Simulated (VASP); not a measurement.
# Ti (P6_3/mmc) in VASP: notebook

Runs on Ti. Level: PBEsol. Tasks: relaxation of cell and atoms.

All numbers are computed with VASP 6.6.1; they aren't measurements. Logs are shortened: lines on timing, memory, paths and dates and some standing lists are left out, and cuts for length are marked.

**1. The cell of the first run**

Symmetry: P6_3/mmc, No. 194, hexagonal system. Conventional cell: a = 2.698 Å, b = 2.698 Å, c = 4.371 Å, α = 90.00°, β = 90.00°, γ = 120.00°. Within 3.5 Å of Ti (site symmetry -6m2) lie 12 Ti at 2.68 to 2.70 Å.

**2. Relaxation of cell and atoms, PBEsol, target pressure 30 GPa, at which the enthalpy is minimised**

INCAR

```
ALGO = Normal ; EDIFF = 1E-7
EDIFFG = -0.005 ; ENCUT = 600
GGA = PS ; IBRION = 2
ISIF = 3 ; ISMEAR = -1
LASPH = T ; LCHARG = F
LREAL = F ; LWAVE = F
NELM = 60 ; NSW = 60
PREC = Accurate ; PSTRESS = 300.0
SIGMA = 0.1
```

KPOINTS

```
k-points
0
Gamma
  16 16 9
```

POSCAR

```
Ti
1.0
    2.6980571065      0.0000000000      0.0000000000
   -1.3490285532      2.3365859950      0.0000000000
    0.0000000000      0.0000000000      4.3708525125
Ti
2
Direct
    0.3333333333      0.6666666667      0.2500000000
    0.6666666667      0.3333333333      0.7500000000
```

Potentials or basis: VASP PAW PBE potentials, release 64 (Ti_sv).

Run with:

```bash
cat potpaw_PBE.64/Ti_sv/POTCAR > POTCAR
mpirun -np 1 vasp_std > vasp.out
```

OUTCAR:

```text
EDIFF = 1E-7
   EDIFFG = -0.005
   ENCUT = 600
   GGA = PS
   IBRION = 2
   ISIF = 3
   ISMEAR = -1
   LASPH = T
   LREAL = F
   NELM = 60
   NSW = 60
   PREC = Accurate
   PSTRESS = 300.0

 ion  position               nearest neighbor table
   1  0.333  0.667  0.250-   2 2.68   2 2.68   2 2.68   2 2.68   2 2.68   2 2.68
   2  0.667  0.333  0.750-   1 2.68   1 2.68   1 2.68   1 2.68   1 2.68   1 2.68

  LATTYP: Found a hexagonal cell.
 ALAT       =     2.6980571065
 C/A-ratio  =     1.6200000000

  Lattice vectors:

 A1 = (   2.6980571065,   0.0000000000,   0.0000000000)
 A2 = (  -1.3490285532,   2.3365859950,   0.0000000000)
 A3 = (   0.0000000000,   0.0000000000,   4.3708525125)

Analysis of symmetry for initial positions (statically):
=====================================================================
 Subroutine PRICEL returns:
 Original cell was already a primitive cell.

 Routine SETGRP: Setting up the symmetry group for a
 hexagonal supercell.

 Subroutine GETGRP returns: Found 24 space group operations
 (whereof 12 operations were pure point group operations)
 out of a pool of 24 trial point group operations.

The static configuration has the point symmetry D_3d.
 The point group associated with its full space group is D_6h.

Analysis of symmetry for dynamics (positions and initial velocities):
=====================================================================
 Subroutine PRICEL returns:
 Original cell was already a primitive cell.

 Routine SETGRP: Setting up the symmetry group for a
 hexagonal supercell.

 Subroutine GETGRP returns: Found 24 space group operations
 (whereof 12 operations were pure point group operations)
 out of a pool of 24 trial point group operations.

The dynamic configuration has the point symmetry D_3d.
 The point group associated with its full space group is D_6h.

 Subroutine INISYM returns: Found 24 space group operations
 (whereof 12 operations are pure point group operations),
 and found     1 'primitive' translations

----------------------------------------------------------------------------------------

                                     Primitive cell

  volume of cell :      27.5549

  direct lattice vectors                    reciprocal lattice vectors
     2.698057106  0.000000000  0.000000000     0.370637077  0.213987416  0.000000000
    -1.349028553  2.336585995  0.000000000     0.000000000  0.427974833  0.000000000
     0.000000000  0.000000000  4.370852512     0.000000000  0.000000000  0.228788319

  length of vectors
     2.698057106  2.698057106  4.370852512     0.427974833  0.427974833  0.228788319

  position of ions in fractional coordinates (direct lattice)
     0.333333333  0.666666667  0.250000000
     0.666666667  0.333333333  0.750000000

  ion indices of the primitive-cell ions
   primitive index   ion index
                 1           1
                 2           2

----------------------------------------------------------------------------------------

 KPOINTS: k-points

Automatic generation of k-mesh.
 Grid dimensions read from file:
 generate k-points for:   16   16    9

 Generating k-lattice:

  Cartesian coordinates                     Fractional coordinates (reciprocal lattice)
     0.023164817  0.013374214  0.000000000     0.062500000  0.000000000  0.000000000
     0.000000000  0.026748427  0.000000000     0.000000000  0.062500000  0.000000000
     0.000000000  0.000000000  0.025420924     0.000000000  0.000000000  0.111111111

  Length of vectors
     0.026748427  0.026748427  0.025420924

  Shift w.r.t. Gamma in fractional coordinates (k-lattice)
     0.000000000  0.000000000  0.000000000

 Subroutine IBZKPT returns following result:
 ===========================================

 Found    150 irreducible k-points:

 Following reciprocal coordinates:
            Coordinates               Weight
  0.000000  0.000000  0.000000      1.000000
  0.062500  0.000000  0.000000      6.000000
  0.125000  0.000000  0.000000      6.000000
  0.187500 -0.000000  0.000000      6.000000
  0.250000  0.000000  0.000000      6.000000
  0.312500 -0.000000  0.000000      6.000000
[... 16 lines left out ...]
  0.187500  0.187500  0.000000      6.000000
  0.250000  0.187500  0.000000     12.000000
 [... further k-points ...]
   k-points           NKPTS =    150   k-points in BZ     NKDIM =    150   number of bands    NBANDS=     16
   number of dos      NEDOS =    301   number of ions     NIONS =      2
   total plane-waves  NPLWV =  20736
   dimension x,y,z NGX =    24 NGY =   24 NGZ =   36
   dimension x,y,z NGXF=    48 NGYF=   48 NGZF=   72
   ions per type =               2
   NGX,Y,Z   is equivalent  to a cutoff of  14.79, 14.79, 13.69 a.u.
   NGXF,Y,Z  is equivalent  to a cutoff of  29.58, 29.58, 27.39 a.u.
 SYSTEM =  unknown system
   PREC   = accura    normal or accurate (medium, high low for compatibility)
   ISTART =      0    job   : 0-new  1-cont  2-samecut
   ICHARG =      2    charge: 1-file 2-atom 10-const
   ISPIN  =      1    spin polarized calculation?
   LNONCOLLINEAR =      F non collinear calculations
   LSORBIT =      F    spin-orbit coupling
   LASPH  =      T    aspherical Exc in radial PAW
   ENCUT  =  600.0 eV  44.10 Ry    6.64 a.u.   5.39  5.39  8.73*2*pi/ulx,y,z
   NELM   =     60;   NELMIN=  2; NELMDL= -5     # of ELM steps
   EDIFF  = 0.1E-06   stopping-criterion for ELM
   LREAL  =      F    real-space projection
   EDIFFG = -.5E-02   stopping-criterion for IOM
   NSW    =     60    number of steps for IOM
   IBRION =      2    ionic relax: 0-MD 1-quasi-New 2-CG
   NFREE  =      1    steps in history (QN), initial steepest desc. (CG)
   ISIF   =      3    stress and relaxation
   ISYM   =      2    0-nonsym 1-usesym 2-fastsym
   POTIM  = 0.5000    time-step for ionic-motion
   TEBEG  =    0.0;   TEEND  =   0.0 temperature during run
   PSTRESS=  300.0 pullay stress
   NELECT =      24.0000    total number of electrons
   NUPDOWN=      -1.0000    fix difference up-down
   EMIN   =  10.00;   EMAX   =-10.00  energy-range for DOS
   EFERMI =   0.00;   METHOD = LEGACY
   ISMEAR =    -1;   SIGMA  =   0.10  broadening in eV -4-tet -1-fermi 0-gaus
   EFERMI_NEDOS =   21; number of points for ismear=-14 and -15
   IALGO  =     38    algorithm
   IMIX   =      4    mixing-type and parameters
     AMIX     =   0.40;   BMIX     =  1.00
     AMIX_MAG =   1.60;   BMIX_MAG =  1.00
  volume/ion in A,a.u.               =      13.78        92.97
  Fermi-wavevector in a.u.,A,eV,Ry     =   1.563432  2.954457 33.256971  2.444318
  Thomas-Fermi vector in A             =   2.666204
   LORBIT       =      0    0 simple, 1 ext, 2 COOP (PROOUT), +10 PAW based schemes
   GGA     = PS    functional components
   LHFCALC =     F    Hartree Fock is set to
   AEXX    =    0.0000 exact exchange contribution
   IVDW    =     0    specifies the selected vdW correction
   LEPSILON=     F    determine dielectric tensor
   LRPA    =     F    only Hartree local field effects (RPA)
 conjugate gradient relaxation of ions
 non-spin polarized calculation
  energy-cutoff  :      600.00
  volume of cell :       27.55
 maximum number of plane-waves:       942
 NGX is ok and might be reduce to    24
   NGX = 11   NGY = 11   NGZ = 17

--------------------------------------- Ionic step        1  -------------------------------------------

 number of electron      24.0000008 magnetization

 Free energy of the ion-electron system (eV)
  ---------------------------------------------------
  ext. energy  EPLUGINS =         0.00000000
  ---------------------------------------------------
  free energy    TOTEN  =       -16.21175501 eV

  energy without entropy =      -16.14839364  energy(sigma->0) =      -16.18007433

------------------------ aborting loop because EDIFF is reached ----------------------------------------

  FORCE on cell =-STRESS in cart. coord.  units (eV):
  Direction    XX          YY          ZZ          XY          YZ          ZX
  --------------------------------------------------------------------------------------
  -------------------------------------------------------------------------------------
  Total        5.4654004      5.4654004      5.1618304      0.0000000      0.0000000     -0.0000000
  in kB      317.7850857    317.7850857    300.1340430      0.0000000      0.0000000     -0.0000000
  external PRESSURE =      11.9014048 kB  Pullay stress =     300.0000000 kB
[... 137 lines left out ...]
  enthalpy is  TOTEN    =       -11.0541958305 eV   P V=        5.1947886816

--------------------------------------- Ionic step        5  -------------------------------------------

 number of electron      24.0000009 magnetization

 Free energy of the ion-electron system (eV)
  ---------------------------------------------------
  ext. energy  EPLUGINS =         0.00000000
  ---------------------------------------------------
  free energy    TOTEN  =       -16.24677756 eV

  energy without entropy =      -16.18385288  energy(sigma->0) =      -16.21531522

 E-fermi :  10.7763     XC(G=0): -12.7565

 val. band max:       10.7672685878   @ k =   0.3125   0.3125   0.3333
 cond. band min:      10.7871731675   @ k =   0.2500   0.1875   0.4444
 fundamental gap:      0.0199045797
 Fermi energy:        10.7763381509

 k-point     1 :       0.0000    0.0000    0.0000
  band No.  band energies     occupation
      1     -45.5119      2.00000
      2     -45.1857      2.00000
      3     -22.5141      2.00000
      4     -21.2531      2.00000
      5     -21.2531      2.00000
      6     -21.0899      2.00000
[... 8 lines left out ...]
     15      12.3454      0.00000
     16      12.3454      0.00000
[... 420 lines left out ...]
  band No.  band energies     occupation
      1     -45.2616      2.00000
      2     -45.1108      2.00000
      3     -22.0030      2.00000
      4     -21.9992      2.00000
      5     -21.9003      2.00000
      6     -21.5554      2.00000
[... 8 lines left out ...]
     15      11.9448      0.00002
     16      13.7243      0.00000

 [... further k-points ...]

------------------------ aborting loop because EDIFF is reached ----------------------------------------

  FORCE on cell =-STRESS in cart. coord.  units (eV):
  Direction    XX          YY          ZZ          XY          YZ          ZX
  --------------------------------------------------------------------------------------
  -------------------------------------------------------------------------------------
  Total        5.1874115      5.1874115      5.1870784      0.0000000     -0.0000000     -0.0000000
  in kB      299.7046624    299.7046624    299.6854144      0.0000000     -0.0000000     -0.0000000
  external PRESSURE =      -0.3017536 kB  Pullay stress =     300.0000000 kB
[... 17 lines left out ...]
  FREE ENERGIE OF THE ION-ELECTRON SYSTEM (eV)
  ---------------------------------------------------
  free  energy   TOTEN  =       -16.2467775559 eV

  energy  without entropy=      -16.1838528849  energy(sigma->0) =      -16.21531522

  enthalpy is  TOTEN    =       -11.0542542125 eV   P V=        5.1925233434

 reached required accuracy - stopping structural energy minimisation
```

It took 3.4 min on 1 thread of Intel Xeon Platinum 8488C (Sapphire Rapids), shared host; peak memory 0.21 GiB.

Results:

* Free energy: -16.2468 eV
* Relaxed volume: 13.87 Å³/atom
* Relaxed cell: a = 2.716 Å, b = 2.716 Å, c = 4.341 Å, α = 90.00°, β = 90.00°, γ = 120.00°
* Space group after relaxing (to 0.1 Å): P6_3/mmc (No. 194)
* Energy change on relaxing (the run minimises the enthalpy): -17.5 meV/atom
* Ionic steps: 5
* Pressure after relaxing: 30.0 GPa
* Band gap on the k mesh: zero (bands 12 and 13 overlap by 1.22 eV)

The path:
```
step  energy change (eV)  largest force (eV/Å)  pressure (GPa)  volume (Å³)
   1              0.0000                0.0000           31.19        27.55
   2             -0.0770                0.0000           28.16        27.96
   3             -0.0427                0.0000           29.56        27.78
   4             -0.0372                0.0000           29.84        27.74
   5             -0.0350                0.0000           29.97        27.73
```

Final structure:
```
Ti
1.0
     2.71596    0.00000    0.00000
    -1.35798    2.35209    0.00000
     0.00000    0.00000    4.34100
Ti
2
Cartesian
  0.0000 1.5681 1.0852
  1.3580 0.7840 3.2557
```

Levels at points of the mesh, in eV from the Fermi level:
```tsv
k point	band 9	band 10	band 11	band 12	band 13	band 14	band 15	band 16
(0.00, 0.00, 0.00)	-6.62	-3.28	0.90	0.90	1.00	1.56	1.57	1.57
(0.50, 0.00, 0.00)	-2.91	-2.62	-2.51	-0.17	0.55	0.84	1.53	4.47
```

Caveat: the cell is relaxed towards a set pressure, so the run minimises the enthalpy, not the energy; the PAW data sets were made with another functional, which shifts forces and pressure a little.

**3. Relaxation of cell and atoms, PBEsol, target pressure 30 GPa, at which the enthalpy is minimised**

This run uses another cell than the first one, of 13.92 Å³/atom.

INCAR

```
ALGO = Normal
EDIFF = 1E-6
EDIFFG = -0.005
ENCUT = 600
GGA = PS
IBRION = 2
ISIF = 3
ISMEAR = -1
LASPH = T
LCHARG = F
LREAL = F
LWAVE = F
NELM = 60
NSW = 32
PREC = Accurate
PSTRESS = 300.0
SIGMA = 0.1
```

KPOINTS is that of step 2.

POSCAR

```
Ti
1.0
    2.7198137969      0.0000000000      0.0000000000
   -1.3599068984      2.3554278417      0.0000000000
    0.0000000000      0.0000000000      4.3451441327
Ti
2
Direct
    0.3333333333      0.6666666667      0.2500000000
    0.6666666667      0.3333333333      0.7500000000
```

Potentials or basis: VASP PAW PBE potentials, release 64 (Ti_sv).

Run with:

```bash
cat potpaw_PBE.64/Ti_sv/POTCAR > POTCAR
mpirun -np 1 vasp_std > vasp.out
```

Wall time 91 s (1 thread of Intel Xeon 6975P-C (Granite Rapids), shared host); peak memory 0.2 GiB.

The run converged. Its results:

| Quantity | Value |
| --- | --- |
| Free energy | -16.2464 eV |
| Relaxed volume | 13.86 Å³/atom |
| Relaxed cell | a = 2.716 Å, b = 2.716 Å, c = 4.340 Å, α = 90.00°, β = 90.00°, γ = 120.00° |
| Space group after relaxing (to 0.1 Å) | P6_3/mmc (No. 194) |
| Energy change on relaxing (the run minimises the enthalpy) | +10.0 meV/atom |
| Ionic steps | 3 |
| Pressure after relaxing | 30.0 GPa |
| Band gap on the k mesh | zero (bands 12 and 13 overlap by 1.22 eV) |

Step by step:
```csv
step,energy change (eV),largest force (eV/Å),pressure (GPa),volume (Å³)
1,0.0000,0.0000,29.24,27.84
2,0.0499,0.0000,31.18,27.57
3,0.0200,0.0000,30.01,27.73
```

Final structure:
```
CELL_PARAMETERS angstrom
2.71625 0.00000 0.00000
-1.35812 2.35234 0.00000
0.00000 0.00000 4.33963
ATOMIC_POSITIONS crystal
Ti 0.33333 0.66667 0.25000
Ti 0.66667 0.33333 0.75000
```

Levels at points of the mesh, in eV from the Fermi level:
```
           k point  band 8  band 9  band 10  band 11  band 12  band 13  band 14  band 15  band 16
(0.00, 0.00, 0.00)  -31.84   -6.62    -3.28     0.90     0.90     1.00     1.56     1.57     1.57
(0.50, 0.00, 0.00)  -31.99   -2.91    -2.62    -2.51    -0.17     0.55     0.84     1.53     4.47
```

Caveat: the cell is relaxed towards a set pressure, so the run minimises the enthalpy, not the energy; the PAW data sets were made with another functional, which shifts forces and pressure a little.
